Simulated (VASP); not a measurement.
Wanted: the native input for a VASP 6.6.1 run.

- Task: relaxation of cell and atoms
- Functional: PBE
- Potentials or basis: VASP PAW PBE potentials, release 64 (Li_sv, Be, C)
- Cutoff: 600 eV
- k mesh: 18 × 18 × 4
- Occupations: gaussian, width 0.1 eV
- Spin: no spin polarisation
- Dipole correction: no
- Further INCAR settings: ALGO = Normal; EDIFF = 1e-06; IBRION = 2; EDIFFG = -0.01; NSW = 100; ISIF = 3

The structure of Li2Be3C2 lies in POSCAR:

```
Li2Be3C2
1.0
    2.4908843394      0.0000000000      0.0000000000
   -1.2454421697      2.1571691158      0.0000000000
    0.0000000000      0.0000000000     12.7206821668
Li Be C
2 3 2
Direct
    0.6666666667      0.3333333333      0.8295643320
    0.3333333333      0.6666666667      0.1704356680
    0.3333333333      0.6666666667      0.6638656101
    0.6666666667      0.3333333333      0.3361343899
    0.0000000000      0.0000000000      0.0000000000
    0.3333333333      0.6666666667      0.5104121795
    0.6666666667      0.3333333333      0.4895878205
```

The cell was generated, and may not be a known phase.

These files were run (other wordings do the same):

INCAR

```
SYSTEM = Li2Be3C2
  PREC = Accurate
  ENCUT = 600
  EDIFF = 1E-6
  ISMEAR = 0
  SIGMA = 0.1
  LREAL = .False.
  LASPH = .True.
  NELM = 100
  ALGO = Normal
  ISIF = 3
  LWAVE = .False.
  LCHARG = .False.
  GGA = PE
  IBRION = 2
  NSW = 100
  EDIFFG = -0.01
```

KPOINTS

```
Automatic mesh
0
Gamma
  18 18 4
  0 0 0
```

Potentials or basis: VASP PAW PBE potentials, release 64 (Li_sv, Be, C).

Launch:

```bash
$ cat potpaw_PBE.64/Li_sv/POTCAR potpaw_PBE.64/Be/POTCAR potpaw_PBE.64/C/POTCAR > POTCAR
$ mpirun -np 1 vasp_std > vasp.out
```

Results of the run:

* Relaxed volume: 11.39 Å³/atom
* Relaxed cell: a = 2.421 Å, b = 2.421 Å, c = 15.706 Å, α = 90.00°, β = 90.00°, γ = 120.00°
* Space group after relaxing (to 0.1 Å): P-3m1 (No. 164)
* Energy gained by relaxing: 60.0 meV/atom
* Ionic steps: 63
* Pressure after relaxing: -0.1 GPa
* Largest force after relaxing: 0.006 eV/Å
* Band gap on the k mesh: zero (bands 10 and 11 overlap by 3.66 eV)

Caveat: the cutoff is under 1.25 times the usual one of these potentials, so pressure, stress and relaxed cells hold a basis-set (Pulay) error; the volume moved by over 15 % at a fixed basis, so the end points are rough.

It took 43 min on 1 thread of Intel(R) Xeon(R) 6975P-C (Granite Rapids), with other jobs on the host, peak memory 0.34 GiB.
